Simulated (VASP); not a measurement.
Here is a VASP 6.6.1 calculation.

File POSCAR:

```
ZrZn
1.0
    3.3234602671      0.0000000000      0.0000000000
    0.0000000000      3.3234602671      0.0000000000
    0.0000000000      0.0000000000      3.3234602671
Zr Zn
1 1
Direct
    0.5000000000      0.5000000000      0.5000000000
    0.0000000000      0.0000000000      0.0000000000
```

Contents of INCAR.step1:

```
SYSTEM = ZrZn
ALGO     = Normal         ! electronic algorithm
EDIFF    = 1E-5           ! SCF threshold, eV
EDIFFG   = -0.005         ! ionic threshold
ENCUT    = 550            ! plane-wave cutoff, eV
GGA      = PE             ! functional
GGA_COMPAT= .FALSE.      
IBRION   = 2              ! ionic algorithm
ISIF     = 3              ! what is computed and relaxed
ISMEAR   = -1             ! smearing method
LASPH    = .TRUE.         ! aspherical terms in the spheres
LCHARG   = .FALSE.        ! write CHGCAR
LREAL    = .FALSE.        ! projectors in reciprocal space
LWAVE    = .TRUE.         ! write WAVECAR
NELM     = 120            ! most SCF steps
NELMIN   = 4            
NSW      = 100            ! ionic steps
PREC     = Accurate       ! precision mode
SIGMA    = 0.05           ! smearing width, eV
```

INCAR.step2

```
SYSTEM = ZrZn
ALGO     = Normal         ! electronic algorithm
EDIFF    = 1E-7           ! SCF threshold, eV
EDIFFG   = -0.002         ! ionic threshold
ENCUT    = 550            ! plane-wave cutoff, eV
GGA_COMPAT= .FALSE.      
IBRION   = 2              ! ionic algorithm
ISIF     = 3              ! what is computed and relaxed
ISMEAR   = -1             ! smearing method
ISTART   = 1            
LASPH    = .TRUE.         ! aspherical terms in the spheres
LCHARG   = .FALSE.        ! write CHGCAR
LMIXTAU  = .TRUE.       
LREAL    = .FALSE.        ! projectors in reciprocal space
LWAVE    = .FALSE.        ! write WAVECAR
METAGGA  = R2SCAN         ! meta-GGA
NELM     = 120            ! most SCF steps
NELMIN   = 4            
NSW      = 100            ! ionic steps
PREC     = Accurate       ! precision mode
PSTRESS  = 50.0         
SIGMA    = 0.05           ! smearing width, eV
```

KPOINTS

```
k-points
0
G
  14 14 14
  0 0 0
```

Potentials or basis: VASP PAW PBE potentials, release 64 (Zr_sv, Zn).

The run is started by

```bash
$ cat potpaw_PBE.64/Zr_sv/POTCAR potpaw_PBE.64/Zn/POTCAR > POTCAR
$ cp INCAR.step1 INCAR
$ mpirun -np 1 vasp_std > vasp.out
$ cp INCAR.step2 INCAR
$ mpirun -np 1 vasp_std > vasp.out
```

Question: Predict the relaxed volume.

Answer: 17.65 Å³/atom.

Question: Estimate the relaxed cell.

Answer: a = 3.281 Å, b = 3.281 Å, c = 3.281 Å, α = 90.00°, β = 90.00°, γ = 90.00°.

Question: Predict the space group after relaxing (to 0.1 Å).

Answer: Pm-3m (No. 221).

Step by step:
| step | energy change (eV) | largest force (eV/Å) | pressure (GPa) | volume (Å³) |
| --- | --- | --- | --- | --- |
| 1 | 0.0000 | 0.0000 | 0.09 | 36.71 |
| 2 | 0.0965 | 0.0000 | 11.35 | 33.80 |
| 3 | 0.0215 | 0.0000 | 5.03 | 35.29 |
| 4 | 0.0206 | 0.0000 | 4.93 | 35.32 |
| 5 | 0.0206 | 0.0000 | 4.93 | 35.32 |
| 6 | 0.0207 | 0.0000 | 4.94 | 35.32 |
| 7 | 0.0207 | 0.0000 | 4.93 | 35.32 |
| 8 | 0.0207 | 0.0000 | 4.93 | 35.32 |
| 9 | 0.0207 | 0.0000 | 4.93 | 35.32 |
| 10 | 0.0207 | 0.0000 | 4.93 | 35.32 |
| 11 | 0.0207 | 0.0000 | 4.94 | 35.32 |
| 12 | 0.0207 | 0.0000 | 4.94 | 35.32 |
| 13 | 0.0208 | 0.0000 | 4.95 | 35.32 |
| 14 | 0.0208 | 0.0000 | 4.96 | 35.31 |
| 15 | 0.0210 | 0.0000 | 4.99 | 35.31 |

Caveat: the cell is relaxed towards a set pressure, so the run minimises the enthalpy, not the energy; the PAW data sets were made with another functional, which shifts forces and pressure a little.
